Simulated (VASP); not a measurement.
Input of a VASP 6.6.1 run:

File INCAR:

```
SYSTEM = Si48C47
PREC = Accurate ; ENCUT = 520
EDIFF = 1E-7 ; ISMEAR = -1
SIGMA = 0.05 ; LREAL = Auto
LASPH = .True. ; NELM = 60
ALGO = Normal ; ISIF = 2
LWAVE = .False. ; LCHARG = .False.
GGA = PS ; NBANDS = 243
ISYM = 0
```

KPOINTS

```
Automatic mesh
0
Gamma
  1 1 1
  0.25 0.25 0.25
```

The input POSCAR:

```
Si48C47
1.0
    9.2342040000      0.0000000000      0.0000000000
    0.0000000000     10.6627400000      0.0000000000
    0.0000000000      0.0000000000     10.0759470000
Si C
48 47
Direct
    0.0012590000      0.9982250000      0.5004500000
    0.3381400000      0.0036370000      0.5007940000
    0.1710660000      0.2508390000      0.4999660000
    0.0007300000      0.5000460000      0.4992710000
    0.6684290000      0.9979820000      0.5013490000
    0.5206660000      0.2581850000      0.5084590000
    0.3364310000      0.4991190000      0.4804120000
    0.1662810000      0.7513700000      0.4985130000
    0.8393100000      0.2475410000      0.5006030000
    0.6665640000      0.4806130000      0.5076810000
    0.4991590000      0.7477690000      0.4997480000
    0.8306140000      0.7443390000      0.5006490000
    0.0001700000      0.1668530000      0.2504910000
    0.3341610000      0.1694140000      0.2528830000
    0.1612250000      0.4177090000      0.2464580000
    0.9975260000      0.6673660000      0.2492910000
    0.6663230000      0.1684150000      0.2518630000
    0.4822200000      0.4255450000      0.2549040000
    0.3292460000      0.6699160000      0.2460020000
    0.1658060000      0.9183030000      0.2499040000
    0.8296590000      0.4165610000      0.2504830000
    0.6630820000      0.6654050000      0.2525200000
    0.4995020000      0.9173360000      0.2505590000
    0.8319160000      0.9167710000      0.2512130000
    0.1676350000      0.0830690000      0.7501660000
    0.0018790000      0.3327840000      0.7501240000
    0.5013330000      0.0823630000      0.7530820000
    0.3360470000      0.3326720000      0.7482510000
    0.1695060000      0.5821550000      0.7431620000
    0.9998650000      0.8323200000      0.7495560000
    0.8343850000      0.0824830000      0.7509920000
    0.6693100000      0.3321150000      0.7551130000
    0.5015990000      0.5820780000      0.7480610000
    0.3337750000      0.8332910000      0.7495190000
    0.8347190000      0.5827350000      0.7519240000
    0.6667860000      0.8323940000      0.7504430000
    0.9994920000      0.9998820000      0.0002500000
    0.3330110000      0.0006550000      0.0014620000
    0.1669680000      0.2501670000      0.9995370000
    0.9991330000      0.5004010000      0.9981680000
    0.6664160000      0.0002150000      0.0013690000
    0.4996600000      0.2521750000      0.0031300000
    0.3303040000      0.5013750000      0.9953760000
    0.1653250000      0.7501920000      0.9974380000
    0.8340610000      0.2497220000      0.0015980000
    0.6637110000      0.4995250000      0.0026070000
    0.4991380000      0.7500820000      0.9993360000
    0.8317390000      0.7499430000      0.0010920000
    0.9986630000      0.0004330000      0.1878390000
    0.3328870000      0.0018970000      0.1892360000
    0.1664120000      0.2504280000      0.1870180000
    0.9952380000      0.5010480000      0.1855170000
    0.6658030000      0.0014090000      0.1885470000
    0.4985990000      0.2548960000      0.1930570000
    0.3231220000      0.5048720000      0.1793690000
    0.1630130000      0.7521660000      0.1852540000
    0.8332280000      0.2502300000      0.1884370000
    0.6598910000      0.4994220000      0.1923510000
    0.4984710000      0.7507680000      0.1867640000
    0.8298970000      0.7501500000      0.1888550000
    0.0008610000      0.9991440000      0.6877610000
    0.3348910000      0.0003230000      0.6881110000
    0.1685140000      0.2498320000      0.6872440000
    0.0011080000      0.4991190000      0.6863470000
    0.6674850000      0.9990500000      0.6888490000
    0.5037850000      0.2481240000      0.6935060000
    0.3396850000      0.4968710000      0.6758600000
    0.1673610000      0.7500240000      0.6854860000
    0.8352060000      0.2491560000      0.6884860000
    0.6697500000      0.4981190000      0.6928130000
    0.4999510000      0.7491440000      0.6871320000
    0.8330450000      0.7483360000      0.6878220000
    0.0052190000      0.1647410000      0.4385250000
    0.3439120000      0.1752340000      0.4407010000
    0.1652800000      0.4163240000      0.4343850000
    0.9996680000      0.6663240000      0.4373820000
    0.6738590000      0.1635470000      0.4390320000
    0.3315320000      0.6690830000      0.4337920000
    0.1696820000      0.9189980000      0.4379640000
    0.8376910000      0.4133640000      0.4377120000
    0.6611690000      0.6555580000      0.4404360000
    0.5018330000      0.9156350000      0.4386400000
    0.8335840000      0.9128020000      0.4393110000
    0.1664550000      0.0833230000      0.9382660000
    0.0000870000      0.3333030000      0.9380370000
    0.4998570000      0.0841410000      0.9414580000
    0.3333760000      0.3341290000      0.9368220000
    0.1653690000      0.5838630000      0.9316090000
    0.9983550000      0.8332730000      0.9375750000
    0.8331270000      0.0833350000      0.9388290000
    0.6674840000      0.3330640000      0.9420170000
    0.4986420000      0.5832230000      0.9365780000
    0.3326450000      0.8340820000      0.9378230000
    0.8316310000      0.5832210000      0.9400820000
    0.6658440000      0.8335240000      0.9383290000
```

Potentials or basis: VASP PAW PBE potentials, release 64 (Si, C).

The run is started by

```sh
$ cat potpaw_PBE.64/Si/POTCAR potpaw_PBE.64/C/POTCAR > POTCAR
$ mpirun -np 1 vasp_std > vasp.out
```

(1) What does it give for the band gap on the k mesh?

(2) What does it give for the largest force?

Results:

(1) 1.08 eV.

(2) 0.087 eV/Å.

Caveat: the PAW data sets were made with another functional, which shifts forces and pressure a little.
